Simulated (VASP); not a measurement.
WS2, 9 atoms in the cell. The cell holds a slab with vacuum, 9 atoms: a = 3.146 Å, b = 3.146 Å, c = 30.831 Å, α = 90.00°, β = 90.00°, γ = 120.00°. 

- Program: VASP 6.6.1
- Task: single point
- Functional: PBEsol
- Potentials or basis: VASP PAW PBE potentials, release 64 (S, W_sv)
- Cutoff: 520 eV
- k mesh: 9 × 9 × 1
- Occupations: gaussian, width 0.05 eV
- Spin: no spin polarisation
- Dipole correction: yes
- Further INCAR settings: ALGO = Normal; EDIFF = 1e-07; NBANDS = 49

Potentials or basis: VASP PAW PBE potentials, release 64 (S, W_sv).

The run is started by

```console
$ cat potpaw_PBE.64/S/POTCAR potpaw_PBE.64/W_sv/POTCAR > POTCAR
$ mpirun -np 1 vasp_std > vasp.out
```

Hardware: 1 thread of Intel Xeon 8259CL, on a shared host.

Q: How long does it take, and how much memory?

A: Run time: 12 min on 1 thread of Intel Xeon 8259CL, with other jobs on the host, peak memory 0.43 GiB. Counts: scf iterations 31, k points 12.
